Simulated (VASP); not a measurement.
Wanted: the native input for a VASP 6.6.1 run.

```yaml
Task: single point
Functional: r2SCAN
Potentials_or_basis: VASP PAW PBE potentials, release 64 (Cd, S)
Cutoff: 520 eV
k_mesh: 8 × 8 × 8
Occupations: gaussian, width 0.01 eV
Spin: no spin polarisation
Dipole_correction: no
Further_INCAR_settings: ALGO = Normal; EDIFF = 1e-06; NBANDS = 16
```

The system is CdS.

```
Cd S
1.0
     0.00000    2.93921    2.90982
     2.93921    0.00000    2.90982
     2.93921    2.93921    0.00000
Cd S
1 1
Cartesian
  0.0000 0.0000 0.0000
  1.4696 1.4696 1.4549
```

This cell differs from its parent crystal: uniaxial z strain -1.0%.

The input as run:

POSCAR

```
CdS
1.0
    0.0000000000      2.9392148430      2.9098226946
    2.9392148430      0.0000000000      2.9098226946
    2.9392148430      2.9392148430      0.0000000000
Cd S
1 1
Direct
    0.0000000000      0.0000000000      0.0000000000
    0.2500000000      0.2500000000      0.2500000000
```

INCAR.step1

```
PREC = Accurate
ENCUT = 520
ISMEAR = 0
SIGMA = 0.01
LREAL = F
LASPH = T
NELM = 80
NBANDS = 16
GGA = PE
ALGO = Normal
EDIFF = 1E-4
LWAVE = T
LCHARG = F
```

INCAR.step2

```
PREC = Accurate
ENCUT = 520
EDIFF = 1E-6
ISMEAR = 0
SIGMA = 0.01
LREAL = F
LASPH = T
NELM = 80
ALGO = Normal
ISIF = 2
LWAVE = F
LCHARG = T
METAGGA = R2SCAN
LMIXTAU = T
LELF = T
LVHAR = T
NBANDS = 16
ISTART = 1
```

KPOINTS

```
regular mesh
0
Gamma
  8 8 8
```

Potentials or basis: VASP PAW PBE potentials, release 64 (Cd, S).

The run is started by

```bash
$ cat potpaw_PBE.64/Cd/POTCAR potpaw_PBE.64/S/POTCAR > POTCAR
$ cp INCAR.step1 INCAR
$ mpirun -np 1 vasp_std > vasp.out
$ cp INCAR.step2 INCAR
$ mpirun -np 1 vasp_std > vasp.out
```

Results of the run:

* Pressure: 0.9 GPa
* Band gap on the k mesh: 1.54 eV

Caveat: the cell differs from its parent crystal (uniaxial z strain -1.0%); the PAW data sets were made with another functional, which shifts forces and pressure a little.

It took 4.7 min on 1 thread of AMD EPYC 7R13 Processor (Zen 3), on a shared host, peak memory 0.18 GiB.
